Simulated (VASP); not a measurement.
# CoW3 (P4/mmm) in VASP: notebook

The runs below take CoW3 through single point, with PBE.

All numbers are computed with VASP 6.6.1; they aren't measurements. Logs are shortened: lines on timing, memory, paths and dates and some standing lists are left out, and cuts for length are marked.

## Step 1: The cell of the first run

It takes space group P4/mmm (No. 123, tetragonal). Conventional cell: a = 3.802 Å, b = 3.802 Å, c = 4.094 Å, α = 90.00°, β = 90.00°, γ = 90.00°. Co (site symmetry 4/mmm) has 12 W at 2.69 to 2.79 Å within 3.5 Å. Within 3.5 Å of W (site symmetry mmm) lie 8 W at 2.69 to 2.79 Å and 4 Co at 2.79 Å. W (site symmetry 4/mmm) has 4 Co at 2.69 Å and 8 W at 2.79 Å within 3.5 Å.

## Step 2: Single point, PBE (strain -0.025 along x and y, +0.050 along z)

INCAR

```
PREC = Accurate
ENCUT = 520
EDIFF = 1E-7
ISMEAR = 0
SIGMA = 0.15
LREAL = False
LASPH = True
NELM = 60
ALGO = Fast
ISIF = 2
LWAVE = False
LCHARG = False
GGA = PE
NBANDS = 34
```

KPOINTS

```
Automatic mesh
0
Gamma
  12 12 12
```

POSCAR

```
CoW3
1.0
    3.8017272066      0.0000000000      0.0000000000
    0.0000000000      3.8017272066      0.0000000000
    0.0000000000      0.0000000000      4.0941677610
Co W
1 3
Direct
    0.0000000000      0.0000000000      0.0000000000
    0.0000000000      0.5000000000      0.5000000000
    0.5000000000      0.0000000000      0.5000000000
    0.5000000000      0.5000000000      0.0000000000
```

Potentials or basis: VASP PAW PBE potentials, release 64 (Co, W_sv).

Launch:

```
> cat potpaw_PBE.64/Co/POTCAR potpaw_PBE.64/W_sv/POTCAR > POTCAR
> mpirun -np 1 vasp_std > vasp.out
```

OUTCAR:

```text
PREC = Accurate
   ENCUT = 520
   EDIFF = 1E-7
   ISMEAR = 0
   LREAL = False
   LASPH = True
   NELM = 60
   ISIF = 2
   GGA = PE

 ion  position               nearest neighbor table
   1  0.000  0.000  0.000-   4 2.69   4 2.69   4 2.69   4 2.69   3 2.79   2 2.79   3 2.79   2 2.79
                             3 2.79   2 2.79   3 2.79   2 2.79
   2  0.000  0.500  0.500-   3 2.69   3 2.69   3 2.69   3 2.69   4 2.79   1 2.79   1 2.79   1 2.79
                             4 2.79   4 2.79   4 2.79   1 2.79
   3  0.500  0.000  0.500-   2 2.69   2 2.69   2 2.69   2 2.69   4 2.79   1 2.79   4 2.79   4 2.79
                             1 2.79   4 2.79   1 2.79   1 2.79
   4  0.500  0.500  0.000-   1 2.69   1 2.69   1 2.69   1 2.69   3 2.79   2 2.79   3 2.79   3 2.79
                             3 2.79   2 2.79   2 2.79   2 2.79

  LATTYP: Found a simple tetragonal cell.
 ALAT       =     3.8017272066
 C/A-ratio  =     1.0769230769

  Lattice vectors:

 A1 = (   3.8017272066,   0.0000000000,   0.0000000000)
 A2 = (   0.0000000000,   3.8017272066,   0.0000000000)
 A3 = (   0.0000000000,   0.0000000000,   4.0941677610)

Analysis of symmetry for initial positions (statically):
=====================================================================
 Subroutine PRICEL returns:
 Original cell was already a primitive cell.

 Routine SETGRP: Setting up the symmetry group for a
 simple tetragonal supercell.

 Subroutine GETGRP returns: Found 16 space group operations
 (whereof 16 operations were pure point group operations)
 out of a pool of 16 trial point group operations.

The static configuration has the point symmetry D_4h.

Analysis of symmetry for dynamics (positions and initial velocities):
=====================================================================
 Subroutine PRICEL returns:
 Original cell was already a primitive cell.

 Routine SETGRP: Setting up the symmetry group for a
 simple tetragonal supercell.

 Subroutine GETGRP returns: Found 16 space group operations
 (whereof 16 operations were pure point group operations)
 out of a pool of 16 trial point group operations.

The dynamic configuration has the point symmetry D_4h.

 Subroutine INISYM returns: Found 16 space group operations
 (whereof 16 operations are pure point group operations),
 and found     1 'primitive' translations

----------------------------------------------------------------------------------------

                                     Primitive cell

  volume of cell :      59.1735

  direct lattice vectors                    reciprocal lattice vectors
     3.801727207  0.000000000  0.000000000     0.263038336  0.000000000  0.000000000
     0.000000000  3.801727207  0.000000000     0.000000000  0.263038336  0.000000000
     0.000000000  0.000000000  4.094167761     0.000000000  0.000000000  0.244249884

  length of vectors
     3.801727207  3.801727207  4.094167761     0.263038336  0.263038336  0.244249884

  position of ions in fractional coordinates (direct lattice)
     0.000000000  0.000000000  0.000000000
     0.000000000  0.500000000  0.500000000
     0.500000000  0.000000000  0.500000000
     0.500000000  0.500000000  0.000000000

  ion indices of the primitive-cell ions
   primitive index   ion index
                 1           1
                 2           2
                 3           3
                 4           4

----------------------------------------------------------------------------------------

 KPOINTS: Automatic mesh

Automatic generation of k-mesh.
 Grid dimensions read from file:
 generate k-points for:   12   12   12

 Generating k-lattice:

  Cartesian coordinates                     Fractional coordinates (reciprocal lattice)
     0.021919861  0.000000000  0.000000000     0.083333333  0.000000000  0.000000000
     0.000000000  0.021919861  0.000000000     0.000000000  0.083333333  0.000000000
     0.000000000  0.000000000  0.020354157     0.000000000  0.000000000  0.083333333

  Length of vectors
     0.021919861  0.021919861  0.020354157

  Shift w.r.t. Gamma in fractional coordinates (k-lattice)
     0.000000000  0.000000000  0.000000000

 Subroutine IBZKPT returns following result:
 ===========================================

 Found    196 irreducible k-points:

 Following reciprocal coordinates:
            Coordinates               Weight
  0.000000  0.000000  0.000000      1.000000
  0.083333  0.000000  0.000000      4.000000
  0.166667  0.000000  0.000000      4.000000
  0.250000  0.000000  0.000000      4.000000
  0.333333  0.000000  0.000000      4.000000
  0.416667  0.000000  0.000000      4.000000
[... 16 lines left out ...]
  0.333333  0.333333  0.000000      4.000000
  0.416667  0.333333  0.000000      8.000000
 [... further k-points ...]
   k-points           NKPTS =    196   k-points in BZ     NKDIM =    196   number of bands    NBANDS=     34
   number of dos      NEDOS =    301   number of ions     NIONS =      4
   total plane-waves  NPLWV =  23520
   dimension x,y,z NGX =    28 NGY =   28 NGZ =   30
   dimension x,y,z NGXF=    56 NGYF=   56 NGZF=   60
   ions per type =               1   3
   NGX,Y,Z   is equivalent  to a cutoff of  12.24, 12.24, 12.18 a.u.
   NGXF,Y,Z  is equivalent  to a cutoff of  24.49, 24.49, 24.36 a.u.
 SYSTEM =  unknown system
   PREC   = accura    normal or accurate (medium, high low for compatibility)
   ISTART =      0    job   : 0-new  1-cont  2-samecut
   ICHARG =      2    charge: 1-file 2-atom 10-const
   ISPIN  =      1    spin polarized calculation?
   LNONCOLLINEAR =      F non collinear calculations
   LSORBIT =      F    spin-orbit coupling
   LASPH  =      T    aspherical Exc in radial PAW
   ENCUT  =  520.0 eV  38.22 Ry    6.18 a.u.   7.07  7.07  7.61*2*pi/ulx,y,z
   NELM   =     60;   NELMIN=  2; NELMDL= -5     # of ELM steps
   EDIFF  = 0.1E-06   stopping-criterion for ELM
   LREAL  =      F    real-space projection
   EDIFFG = 0.1E-05   stopping-criterion for IOM
   NSW    =      0    number of steps for IOM
   IBRION =     -1    ionic relax: 0-MD 1-quasi-New 2-CG
   NFREE  =      0    steps in history (QN), initial steepest desc. (CG)
   ISIF   =      2    stress and relaxation
   ISYM   =      2    0-nonsym 1-usesym 2-fastsym
   POTIM  = 0.5000    time-step for ionic-motion
   TEBEG  =    0.0;   TEEND  =   0.0 temperature during run
   PSTRESS=    0.0 pullay stress
   NELECT =      51.0000    total number of electrons
   NUPDOWN=      -1.0000    fix difference up-down
   EMIN   =  10.00;   EMAX   =-10.00  energy-range for DOS
   EFERMI =   0.00;   METHOD = LEGACY
   ISMEAR =     0;   SIGMA  =   0.15  broadening in eV -4-tet -1-fermi 0-gaus
   EFERMI_NEDOS =   21; number of points for ismear=-14 and -15
   IALGO  =     68    algorithm
   IMIX   =      4    mixing-type and parameters
     AMIX     =   0.40;   BMIX     =  1.00
     AMIX_MAG =   1.60;   BMIX_MAG =  1.00
  volume/ion in A,a.u.               =      14.79        99.83
  Fermi-wavevector in a.u.,A,eV,Ry     =   1.557958  2.944113 33.024506  2.427233
  Thomas-Fermi vector in A             =   2.661532
   LORBIT       =      0    0 simple, 1 ext, 2 COOP (PROOUT), +10 PAW based schemes
   GGA     = PE    functional components
   LHFCALC =     F    Hartree Fock is set to
   AEXX    =    0.0000 exact exchange contribution
   IVDW    =     0    specifies the selected vdW correction
   LEPSILON=     F    determine dielectric tensor
   LRPA    =     F    only Hartree local field effects (RPA)
 non-spin polarized calculation
 RMM-DIIS sequential band-by-band and
 Gauss-broadening in eV      SIGMA  =   0.15
  energy-cutoff  :      520.00
  volume of cell :       59.17
 maximum number of plane-waves:      1616
   NGX = 15   NGY = 15   NGZ = 15

 number of electron      51.0000013 magnetization

 Free energy of the ion-electron system (eV)
  ---------------------------------------------------
  ext. energy  EPLUGINS =         0.00000000
  ---------------------------------------------------
  free energy    TOTEN  =       -44.84115860 eV

  energy without entropy =      -44.78729061  energy(sigma->0) =      -44.81422461

 E-fermi :  10.6048     XC(G=0): -13.5095

 val. band max:       10.6036069710   @ k =   0.0833   0.0833   0.0833
 cond. band min:      10.6049155367   @ k =   0.5000   0.0833   0.1667
 fundamental gap:      0.0013085658
 Fermi energy:        10.6047950741

 k-point     1 :       0.0000    0.0000    0.0000
  band No.  band energies     occupation
      1     -63.1620      2.00000
      2     -63.0092      2.00000
      3     -62.8968      2.00000
      4     -27.8228      2.00000
      5     -27.8215      2.00000
      6     -27.8215      2.00000
[... 26 lines left out ...]
     33      16.2253      0.00000
     34      16.7414      0.00000

 k-point     2 :       0.0833    0.0000    0.0000
  band No.  band energies     occupation
      1     -63.1605      2.00000
      2     -63.0082      2.00000
      3     -62.8993      2.00000
      4     -27.8128      2.00000
      5     -27.8094      2.00000
      6     -27.8063      2.00000
[... 26 lines left out ...]
     33      16.0593      0.00000
     34      16.7518      0.00000

 k-point     3 :       0.1667    0.0000    0.0000
  band No.  band energies     occupation
      1     -63.1562      2.00000
      2     -63.0050      2.00000
      3     -62.9067      2.00000
      4     -27.7842      2.00000
      5     -27.7745      2.00000
      6     -27.7613      2.00000
[... 26 lines left out ...]
     33      15.5925      0.00000
     34      16.8208      0.00000
[... 704 lines left out ...]
 k-point    23 :       0.3333    0.3333    0.0000
  band No.  band energies     occupation
      1     -63.1321      2.00000
      2     -62.9821      2.00000
      3     -62.9523      2.00000
      4     -27.8227      2.00000
      5     -27.5793      2.00000
      6     -27.5419      2.00000
[... 26 lines left out ...]
     33      14.5193      0.00000
     34      14.9766      0.00000

 k-point    24 :       0.4167    0.3333    0.0000
  band No.  band energies     occupation
      1     -63.1291      2.00000
      2     -62.9765      2.00000
      3     -62.9608      2.00000
      4     -27.8071      2.00000
      5     -27.6750      2.00000
      6     -27.4863      2.00000
[... 26 lines left out ...]
     33      14.2386      0.00000
     34      14.8369      0.00000

 [... further k-points ...]

------------------------ aborting loop because EDIFF is reached ----------------------------------------

  FORCE on cell =-STRESS in cart. coord.  units (eV):
  Direction    XX          YY          ZZ          XY          YZ          ZX
  --------------------------------------------------------------------------------------
  -------------------------------------------------------------------------------------
  Total        0.8961427      0.8961427     -0.3522451      0.0000000      0.0000000      0.0000000
  in kB       24.2638786     24.2638786     -9.5373552      0.0000000      0.0000000      0.0000000
  external PRESSURE =      12.9968007 kB  Pullay stress =       0.0000000 kB

 VOLUME and BASIS-vectors are now :
 -----------------------------------------------------------------------------
  energy-cutoff  :      520.00
  volume of cell :       59.17
      direct lattice vectors                 reciprocal lattice vectors
     3.801727207  0.000000000  0.000000000     0.263038336  0.000000000  0.000000000
     0.000000000  3.801727207  0.000000000     0.000000000  0.263038336  0.000000000
     0.000000000  0.000000000  4.094167761     0.000000000  0.000000000  0.244249884

 POSITION                                       TOTAL-FORCE (eV/Angst)
 -----------------------------------------------------------------------------------
      0.00000      0.00000      0.00000         0.000000      0.000000      0.000000
      0.00000      1.90086      2.04708         0.000000      0.000000      0.000000
      1.90086      0.00000      2.04708         0.000000      0.000000      0.000000
      1.90086      1.90086      0.00000         0.000000      0.000000      0.000000
 -----------------------------------------------------------------------------------
    total drift:                                0.000000      0.000000      0.000000

  FREE ENERGIE OF THE ION-ELECTRON SYSTEM (eV)
  ---------------------------------------------------
  free  energy   TOTEN  =       -44.8411586023 eV

  energy  without entropy=      -44.7872906124  energy(sigma->0) =      -44.81422461
```

Run time: 3.5 min. Hardware: 1 thread of Intel Xeon 6975P-C (Granite Rapids), shared host; peak memory 0.41 GiB.

Results:

```
Free energy            : -44.8412 eV
Pressure               : 1.3 GPa
Band gap on the k mesh : zero (an odd number of electrons rules out a gap without spin polarisation)
```

Caveat: the cell differs from its parent crystal (strain -0.025 along x and y, +0.050 along z); spin-orbit coupling is left out, which moves the levels of the heavy elements; the run has no spin polarisation, though such a crystal can be magnetic. Spin polarisation is off, so any magnetic state and its effect on volume and gap are missing.

(Part 1 of 2 ends here.)
